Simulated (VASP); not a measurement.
**Ag: single point with r2SCAN**

Crystal: Ag.

```xyz
1
Lattice="0.0000 2.1248 1.9614 2.1248 0.0000 1.9614 2.1248 2.1248 0.0000" Properties=species:S:1:pos:R:3 pbc="T T T"
Ag    0.0000    0.0000    0.0000
```

This cell differs from its parent crystal: strain +0.040 along x and y, -0.040 along z.

* Program: VASP 6.6.1
* Task: single point
* Functional: r2SCAN
* Potentials or basis: VASP PAW PBE potentials, release 64 (Ag)
* Cutoff: 520 eV
* k mesh: 20 × 20 × 20
* Occupations: gaussian, width 0.15 eV
* Spin: no spin polarisation

* Pressure: -2.1 GPa
* Band gap on the k mesh: zero (an odd number of electrons rules out a gap without spin polarisation)

Stress tensor (GPa, compression positive):
```
-2.78  0.00  0.00
 0.00 -2.78  0.00
 0.00  0.00 -0.77
```

Levels at points of the mesh, in eV from the Fermi level:
| k point | band 4 | band 5 | band 6 | band 7 | band 8 | band 9 |
| --- | --- | --- | --- | --- | --- | --- |
| (0.00, 0.00, 0.00) | -4.71 | -4.30 | -3.84 | 16.63 | 19.71 | 19.71 |
| (0.50, 0.00, 0.00) | -3.40 | -3.17 | -0.23 | 3.50 | 15.45 | 17.25 |
| (0.50, 0.50, 0.00) | -3.06 | -3.06 | 2.73 | 8.03 | 9.96 | 9.96 |
| (0.50, 0.00, 0.50) | -3.27 | -2.95 | 1.30 | 6.00 | 11.40 | 11.51 |

Run time: 2.1 min on 1 thread of Intel(R) Xeon(R) 6975P-C (Granite Rapids), with other jobs on the host, peak memory 0.25 GiB.

Caveat: the cell differs from its parent crystal (strain +0.040 along x and y, -0.040 along z); the PAW data sets were made with another functional, which shifts forces and pressure a little.
